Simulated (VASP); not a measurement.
## SnO: single point with PBEsol+D3(BJ)

Crystal: SnO.

```
CELL_PARAMETERS angstrom
3.29985 0.00000 0.00000
0.00000 5.59761 0.00000
0.00000 0.00000 3.62974
ATOMIC_POSITIONS crystal
Sn 0.00000 0.24270 0.54210
Sn 0.50000 0.75730 0.04210
O 0.00000 0.87681 0.70790
O 0.50000 0.12319 0.20790
```

| Item | Value |
| --- | --- |
| Program | VASP 6.6.1 |
| Task | single point |
| Functional | PBEsol |
| Dispersion | D3(BJ) |
| Potentials or basis | VASP PAW PBE potentials, release 64 (Sn_d, O) |
| Cutoff | 520 eV |
| k mesh | 8 × 6 × 8 |
| Occupations | gaussian, width 0.02 eV |
| Spin | no spin polarisation |
| Dipole correction | no |
| Further INCAR settings | ALGO = Normal; EDIFF = 1e-06; NBANDS = 28 |

The pressure is 0.3 GPa. The largest force is 0.088 eV/Å. The band gap on the k mesh is 0.99 eV (least direct gap 1.62 eV) and the dispersion energy per atom is -0.225 eV.

Forces on the atoms (eV/Å):
```
Sn   0.000  0.081  0.035
Sn   0.000 -0.081  0.035
O    0.000 -0.001 -0.035
O    0.000  0.001 -0.035
```

Stress tensor (GPa, compression positive):
```
0.33 0.00 0.00
0.00 0.35 0.00
0.00 0.00 0.14
```

Levels at points of the mesh, in eV from the valence-band top:
| k point | band 18 | band 19 | band 20 | band 21 | band 22 | band 23 |
| --- | --- | --- | --- | --- | --- | --- |
| (0.00, 0.00, 0.00) | -2.87 | -2.48 | 0.00 | 3.21 | 3.80 | 6.56 |
| (0.50, 0.00, 0.00) | -3.01 | -1.38 | -1.38 | 2.41 | 2.41 | 5.94 |
| (0.00, 0.50, 0.00) | -2.92 | -2.20 | -1.80 | 3.20 | 4.84 | 5.31 |
| (0.50, 0.50, 0.00) | -2.96 | -1.42 | -1.42 | 2.03 | 2.03 | 6.34 |
| (0.00, 0.00, 0.50) | -3.41 | -1.43 | -1.43 | 2.32 | 2.32 | 5.82 |
| (0.50, 0.00, 0.50) | -3.99 | -1.62 | -1.62 | 1.97 | 1.97 | 4.71 |
| (0.00, 0.50, 0.50) | -3.34 | -1.67 | -1.67 | 1.97 | 1.97 | 5.98 |
| (0.50, 0.50, 0.50) | -4.32 | -0.65 | -0.65 | 2.13 | 2.13 | 4.20 |

Run time: 65 s on 1 thread of Intel(R) Xeon(R) 6975P-C (Granite Rapids) (shared host), peak memory 0.29 GiB.

Caveat: the PAW data sets were made with another functional, which shifts forces and pressure a little; spin-orbit coupling is left out, which moves the levels of the heavy elements. A k mesh can miss the band edges.
